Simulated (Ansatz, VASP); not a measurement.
Two plane-wave programs on CsBe

```xyz
2
Lattice="4.4731 0.0000 0.0000 0.0000 4.4731 0.0000 0.0000 0.0000 4.2192" Properties=species:S:1:pos:R:3 pbc="T T T"
Cs    2.2366    2.2366    2.1096
Be    0.0000    0.0000    0.0000
```

Alike in both runs: task relaxation of cell and atoms; functional PBE; k mesh 12 × 12 × 14; occupations gaussian, width 0.1 eV; no spin polarisation.

|  | VASP | Ansatz |
| --- | --- | --- |
| version | VASP 6.6.1 | Ansatz 0.2.0 |
| potentials or method | VASP PAW PBE potentials, release 64 (Cs_sv, Be), cutoff 600 eV | scalar-relativistic, plane waves, PAW |
| valence electrons in the cell | 11 | 11 |

```csv
,VASP,Ansatz,Ansatz less VASP
"gap on the k mesh at the Fermi level, each at its own relaxed structure (eV)",none,none,-
relaxed volume (Å³/atom),42.58,42.45,-0.131
relaxed cell length with the largest relative difference (Å),4.413,4.409,-0.0047
```

A gap of «none» marks a metal or a gap that the smearing closes.

Neither program's run includes spin-orbit coupling.
